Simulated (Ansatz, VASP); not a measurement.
## Two plane-wave programs on LiH

```
Li H
1.0
     0.00000    1.93990    1.93990
     1.93990    0.00000    1.93990
     1.93990    1.93990    0.00000
Li H
1 1
Direct
  0.00000 0.00000 0.00000
  0.50000 0.50000 0.50000
```

Alike in both runs: functional PBE; dispersion D3(BJ); k mesh 10 × 10 × 10; occupations gaussian, width 0.02 eV; no spin polarisation.

Ansatz relaxed the structure, and its values are those at the end. VASP's run is a single point on that final structure, the one shown.

```csv
,VASP,Ansatz
version,VASP 6.6.1,Ansatz 0.2.0
potentials or method,"VASP PAW PBE potentials, release 64 (Li_sv, H), cutoff 750 eV","scalar-relativistic, plane waves, PAW"
valence electrons in the cell,4,4
```

VASP gave:

* gap on the k mesh at the Fermi level (eV): 2.90
* least direct gap on the mesh (eV): 2.90
* pressure (GPa): -0.3

Q: What did Ansatz give for the same quantities?

A: gap on the k mesh at the Fermi level (eV): 2.90; least direct gap on the mesh (eV): 2.90; pressure (GPa): 0.0.
